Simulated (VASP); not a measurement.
Here is a VASP 6.6.1 calculation.

File INCAR:

```
SYSTEM = SiB4Mo
PREC = Accurate
ENCUT = 600
EDIFF = 1E-7
ISMEAR = 0
SIGMA = 0.1
LREAL = .FALSE.
LASPH = .TRUE.
NELM = 60
ALGO = Normal
ISIF = 3
LWAVE = .FALSE.
LCHARG = .FALSE.
GGA = PE
IBRION = 2
NSW = 90
EDIFFG = -0.04
```

File KPOINTS:

```
Automatic mesh
0
G
  4 4 6
  0 0 0
```

Contents of POSCAR:

```
SiB4Mo
1.0
    2.2483986500     -3.9839632400      0.0000000000
    2.2483986500      3.9839632400      0.0000000000
    0.0000000000      0.0000000000      3.6511018600
Si B Mo
1 4 1
Direct
    0.0000000000      0.0000000000      0.5000000000
    0.1761489700      0.8238510300      0.0000000000
    0.8238510300      0.1761489700      0.0000000000
    0.0000000000      0.5000000000      0.5000000000
    0.5000000000      0.0000000000      0.5000000000
    0.5000000000      0.5000000000      0.0000000000
```

Potentials or basis: VASP PAW PBE potentials, release 64 (Si, B, Mo_sv).

Launch:

```console
$ cat potpaw_PBE.64/Si/POTCAR potpaw_PBE.64/B/POTCAR potpaw_PBE.64/Mo_sv/POTCAR > POTCAR
$ mpirun -np 1 vasp_std > vasp.out
```

Question: What does it give for the relaxed volume?

Answer: 8.47 Å³/atom.

Question: What does it give for the space group after relaxing (to 0.1 Å)?

Answer: Cmmm (No. 65).

Question: What does it give for the band gap on the k mesh?

Answer: Zero (bands 15 and 16 overlap by 2.39 eV).

Step by step:
```
step  energy change (eV)  largest force (eV/Å)  pressure (GPa)  volume (Å³)
   1              0.0000                0.6029          -35.45        65.41
   2             -1.6348                0.9781           35.40        45.10
   3             -2.1353                0.8106            1.33        50.46
   4             -2.5498                0.5277            5.05        49.35
   5             -2.6833                0.2512            9.04        48.67
   6             -2.5301                0.1657           23.04        47.18
   7             -2.7060                0.1153           12.40        48.25
   8             -2.7839                0.0120           -5.79        52.56
   9             -2.8277                0.0288            0.26        50.89
  10             -2.8277                0.0296            0.47        50.83
  11             -2.8295                0.0180            0.00        50.87
  12             -2.8298                0.0110           -0.27        50.89
  13             -2.8306                0.0123            0.21        50.79
```

Caveat: the k points lie up to 0.42 Å⁻¹ apart in the final cell, too coarse for converged energies and pressures of a metal; the volume moved by over 15 % at a fixed basis, so the end points are rough.
